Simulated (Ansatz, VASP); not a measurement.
ZnS: VASP beside Ansatz

INCAR

```
SYSTEM = ZnS
  ALGO = Normal
  EDIFF = 1E-8
  ENCUT = 520
  GGA = PE
  ISIF = 2
  ISMEAR = -1
  LASPH = .True.
  LCHARG = .False.
  LEFG = .True.
  LREAL = .False.
  LWAVE = .False.
  NBANDS = 16
  NELM = 80
  PREC = Accurate
  SIGMA = 0.05
```

File KPOINTS:

```
k-points
0
Gamma
  15 15 15
  0 0 0
```

POSCAR

```
ZnS
1.0
    0.0000000000      2.5517285525      2.5517285525
    2.5517285525      0.0000000000      2.5517285525
    2.5517285525      2.5517285525      0.0000000000
Zn S
1 1
Direct
    0.0000000000      0.0000000000      0.0000000000
    0.5000000000      0.5000000000      0.5000000000
```

Input for Ansatz:

```yaml
crystal:
  lattice:
    - [0.0, 2.5517285525, 2.5517285525]
    - [2.5517285525, 0.0, 2.5517285525]
    - [2.5517285525, 2.5517285525, 0.0]
  atoms:
    - { symbol: Zn, position: [0.0, 0.0, 0.0] }
    - { symbol: S, position: [0.5, 0.5, 0.5] }
kpoints:
  mp_grid: { grid: [15, 15, 15] }
  band_path:
    path:
      - [0.0, 0.0, 0.0]
      - [0.5, 0.0, 0.5]
      - [0.625, 0.25, 0.625]
      - [0.375, 0.375, 0.75]
      - [0.0, 0.0, 0.0]
      - [0.5, 0.5, 0.5]
      - [0.5, 0.25, 0.75]
      - [0.5, 0.0, 0.5]
    npoints: 8
scf:
  occupations: { method: fermi_dirac, width: 0.05 }
hamiltonian:
  xc: pbe
  pseudopotentials: { kind: all_electron, datasets: crystal }
output:
  forces: true
  stress: true
  eigenvalues: true
  efg: { contact_densities: true }
```

Alike in both runs: task electric field gradients; functional PBE; k mesh 15 × 15 × 15; occupations fermi-dirac, width 0.05 eV; no spin polarisation.

|  | VASP | Ansatz |
| --- | --- | --- |
| version | VASP 6.6.1 | Ansatz 0.2.0 |
| potentials or method | VASP PAW PBE potentials, release 64 (Zn, S), cutoff 520 eV | all-electron PAW with datasets made for the crystal, scalar-relativistic |

```tsv
	VASP	Ansatz	Ansatz less VASP
pressure (GPa)	0.2	0.0	-0.12
```

Ansatz ran all-electron here, and VASP with PAW potentials.
